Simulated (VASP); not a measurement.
SnO2:

```
Sn O
1.0
     5.43503    0.00000    0.00000
    -2.71751    4.70687    0.00000
     0.00000    0.00000    5.94657
Sn O
3 6
Direct
  0.00000 0.50000 0.33333
  0.50000 0.50000 0.66667
  0.50000 0.00000 0.00000
  0.58451 0.79225 0.83333
  0.79225 0.58451 0.50000
  0.79225 0.20775 0.16667
  0.41549 0.20775 0.83333
  0.20775 0.41549 0.50000
  0.20775 0.79225 0.16667
```

```yaml
Program: VASP 6.6.1
Task: relaxation of cell and atoms
Functional: PBEsol
Potentials_or_basis: VASP PAW PBE potentials, release 64 (Sn_d, O)
Cutoff: 600 eV
k_mesh: 6 × 6 × 4
Occupations: gaussian, width 0.1 eV
Spin: no spin polarisation
```

At the start: pressure 63.2 GPa; volume 16.90 Å³/atom.

Problem. Where does the relaxation end?

Solution. Over 8 steps the energy falls by 970.1 meV/atom and the volume is 22.77 Å³/atom (+34.7 %); space group P6_422 (No. 181, to 0.1 Å) before and after.

The path:
| step | energy change (eV) | largest force (eV/Å) | pressure (GPa) | volume (Å³) |
| --- | --- | --- | --- | --- |
| 1 | 0.0000 | 3.5587 | 63.15 | 152.13 |
| 2 | 4.4736 | 1.4081 | -18.70 | 351.01 |
| 3 | -8.5031 | 0.3229 | -5.26 | 217.56 |
| 4 | -8.6942 | 0.1091 | -2.27 | 209.94 |
| 5 | -8.7305 | 0.0545 | 0.07 | 204.92 |
| 6 | -8.7291 | 0.0148 | -0.51 | 206.08 |
| 7 | -8.7303 | 0.0683 | 0.35 | 204.21 |
| 8 | -8.7310 | 0.0474 | 0.02 | 204.93 |

Final structure:
```
Sn O
1.0
     6.00415    0.00000    0.00000
    -3.00207    5.19974    0.00000
     0.00000    0.00000    6.56406
Sn O
3 6
Direct
  0.00000 0.50000 0.33333
  0.50000 0.50000 0.66667
  0.50000 0.00000 0.00000
  0.60231 0.80115 0.83333
  0.80115 0.60231 0.50000
  0.80115 0.19885 0.16667
  0.39769 0.19885 0.83333
  0.19885 0.39769 0.50000
  0.19885 0.80115 0.16667
```

Caveat: the volume moved by over 15 % at a fixed basis, so the end points are rough; the PAW data sets were made with another functional, which shifts forces and pressure a little; the relaxation stopped at a loose force limit of 0.05 eV/Å, so its end isn't a converged minimum.
